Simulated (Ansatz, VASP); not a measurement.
**Mg3HO3 in VASP and in Ansatz**

The input INCAR:

```
ALGO     = Normal         # electronic algorithm
DIPOL    = 0.5 0.5 0.316
EDIFF    = 1E-7           # SCF threshold, eV
ENCUT    = 520            # plane-wave cutoff, eV
GGA      = PS             # functional
IDIPOL   = 3            
ISIF     = 2              # what is computed and relaxed
ISMEAR   = 0              # smearing method
ISPIN    = 2              # spin polarisation
LASPH    = True           # aspherical terms in the spheres
LCHARG   = False          # write CHGCAR
LDIPOL   = True         
LORBIT   = 11             # projections on sites
LREAL    = False          # projectors in reciprocal space
LWAVE    = False          # write WAVECAR
MAGMOM   = 0 0 0 0 0 0 1  # initial moments
NBANDS   = 26             # bands
NELM     = 150            # most SCF steps
PREC     = Accurate       # precision mode
SIGMA    = 0.05           # smearing width, eV
```

Contents of KPOINTS:

```
k-points
0
Gamma
  9 9 1
```

The input POSCAR:

```
Mg3HO3
1.0
    2.9804137519      0.0000000000      0.0000000000
    0.0000000000      2.9804137519      0.0000000000
    0.0000000000      0.0000000000     21.2399431533
Mg O H
3 3 1
Direct
    0.5000000000      0.5000000000      0.1883244212
    0.0000000000      0.0000000000      0.2877909891
    0.5000000000      0.5000000000      0.3857349348
    0.0000000000      0.0000000000      0.1883244212
    0.5000000000      0.5000000000      0.2873494718
    0.0000000000      0.0000000000      0.3879456312
    0.3333333333      0.0000000000      0.4835202749
```

Input for Ansatz:

```yaml
crystal:
  lattice:
    - [2.9804137519, 0.0, 0.0]
    - [0.0, 2.9804137519, 0.0]
    - [0.0, 0.0, 21.2399431533]
  atoms:
    - { symbol: Mg, position: [0.5, 0.5, 0.1883244212] }
    - { symbol: O, position: [0.0, 0.0, 0.1883244212] }
    - { symbol: Mg, position: [0.0, 0.0, 0.2877909891] }
    - { symbol: O, position: [0.5, 0.5, 0.2873494718] }
    - { symbol: Mg, position: [0.5, 0.5, 0.3857349348] }
    - { symbol: O, position: [0.0, 0.0, 0.3879456312] }
    - { symbol: H, position: [0.3333333333, 0.0, 0.4835202749], spin: 1.0 }
basis:
  ecutwfc: 420
kpoints:
  mp_grid: { grid: [9, 9, 1] }
hamiltonian:
  xc: pbesol
  pseudopotentials: { kind: paw, azcp: { folder: soft_1 } }
scf:
  occupations: { method: gaussian, width: 0.05 }
output:
  forces: true
  eigenvalues: true
  populations: true
  write_density: true
  write_potential: true
  elf: true
  volumetric_format: npy
magnetization:
  spin_polarized: true
efield:
  axis: 3
  dipole_correction: true
  ramp_width: 0.04
```

Alike in both runs: task single point; functional PBEsol; k mesh 9 × 9 × 1; occupations gaussian, width 0.05 eV; collinear spin.

```csv
,VASP,Ansatz
version,VASP 6.6.1,Ansatz 0.2.0
potentials or method,"VASP PAW PBE potentials, release 64 (Mg, O, H), cutoff 520 eV","scalar-relativistic, plane waves, PAW"
valence electrons in the cell,25,49
```

VASP gave:

```
gap on the k mesh at the Fermi level (eV)                     : 0.91
least direct gap on the mesh (eV)                             : 1.76
rms of the force components (eV/Å)                            : 0.209
net moment per atom (μB)                                      : 0.14
size of the moment on the site where the two differ most (μB) : 0.33
```

Which values does Ansatz return?

gap on the k mesh at the Fermi level (eV): 0.91; least direct gap on the mesh (eV): 1.76; rms of the force components (eV/Å): 0.206; net moment per atom (μB): 0.14; size of the moment on the site where the two differ most (μB): 0.64.

VASP's potentials were made for PBE, not for PBEsol, and Ansatz warns of the same on its side. Site moments also hang on the region over which each program counts them. VASP's potentials hold 25 valence electrons a cell and Ansatz's 49, so a difference there can come from the potentials and not from the codes. Ansatz's warnings: xc potential rough in thin density.
